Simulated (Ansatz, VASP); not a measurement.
**LiNbO3: VASP beside Ansatz**

File INCAR:

```
PREC = Accurate ; ENCUT = 600
EDIFF = 1E-6 ; ISMEAR = 0
SIGMA = 0.02 ; LREAL = F
LASPH = T ; NELM = 60
ALGO = Normal ; ISIF = 3
LWAVE = F ; LCHARG = F
GGA = PS ; IBRION = 2
NSW = 100 ; EDIFFG = -0.005
```

The input KPOINTS:

```
regular mesh
0
Gamma
  6 6 6
```

POSCAR

```
LiNbO3
1.0
    2.5758000000      1.4871388234      4.6230000000
   -2.5758000000      1.4871388234      4.6230000000
    0.0000000000     -2.9742776468      4.6230000000
Li Nb O
2 2 6
Direct
    0.2815000000      0.2815000000      0.2815000000
    0.7815000000      0.7815000000      0.7815000000
    0.0000550000      0.0000550000      0.0000550000
    0.5000550000      0.5000550000      0.5000550000
    0.1123100000      0.3583600000      0.7195900000
    0.7195900000      0.1123100000      0.3583600000
    0.3583600000      0.7195900000      0.1123100000
    0.2195900000      0.8583600000      0.6123100000
    0.8583600000      0.6123100000      0.2195900000
    0.6123100000      0.2195900000      0.8583600000
```

Input for Ansatz:

```yaml
crystal:
  lattice:
    - [2.5758, 1.4871388234, 4.623]
    - [-2.5758, 1.4871388234, 4.623]
    - [0.0, -2.9742776468, 4.623]
  atoms:
    - { symbol: Li, position: [0.2815, 0.2815, 0.2815] }
    - { symbol: Li, position: [0.7815, 0.7815, 0.7815] }
    - { symbol: Nb, position: [5.5e-05, 5.5e-05, 5.5e-05] }
    - { symbol: Nb, position: [0.500055, 0.500055, 0.500055] }
    - { symbol: O, position: [0.11231, 0.35836, 0.71959] }
    - { symbol: O, position: [0.71959, 0.11231, 0.35836] }
    - { symbol: O, position: [0.35836, 0.71959, 0.11231] }
    - { symbol: O, position: [0.21959, 0.85836, 0.61231] }
    - { symbol: O, position: [0.85836, 0.61231, 0.21959] }
    - { symbol: O, position: [0.61231, 0.21959, 0.85836] }
basis:
  ecutwfc: 420
kpoints:
  mp_grid: { grid: [6, 6, 6] }
hamiltonian:
  xc: pbesol
scf:
  occupations: { method: gaussian, width: 0.02 }
output:
  forces: true
  stress: true
  eigenvalues: true
  write_density: true
  write_potential: true
  elf: true
  volumetric_format: npy
relax:
  adjacent_minimum: "off"
  f_tol: 0.005
  max_steps: 80
  cell: { stress_tol: 0.05 }
```

Alike in both runs: task relaxation of cell and atoms; functional PBEsol; k mesh 6 × 6 × 6; occupations gaussian, width 0.02 eV; no spin polarisation.

|  | VASP | Ansatz |
| --- | --- | --- |
| version | VASP 6.6.1 | Ansatz 0.2.0 |
| potentials or method | VASP PAW PBE potentials, release 64 (Li_sv, Nb_sv, O), cutoff 600 eV | scalar-relativistic, plane waves, PAW |
| valence electrons in the cell | 68 | 68 |

VASP gave:

* gap on the k mesh at the Fermi level, each at its own relaxed structure (eV): 3.49
* relaxed volume (Å³/atom): 10.49
* relaxed cell length with the largest relative difference (Å): 5.473

**Question.** What did Ansatz give for the same quantities?

**Answer.** gap on the k mesh at the Fermi level, each at its own relaxed structure (eV): 3.52; relaxed volume (Å³/atom): 10.52; relaxed cell length with the largest relative difference (Å): 5.480.

VASP's potentials were made for PBE, not for PBEsol.

Noted on VASP's run: the cutoff is short for stress, so the pressure is rough.
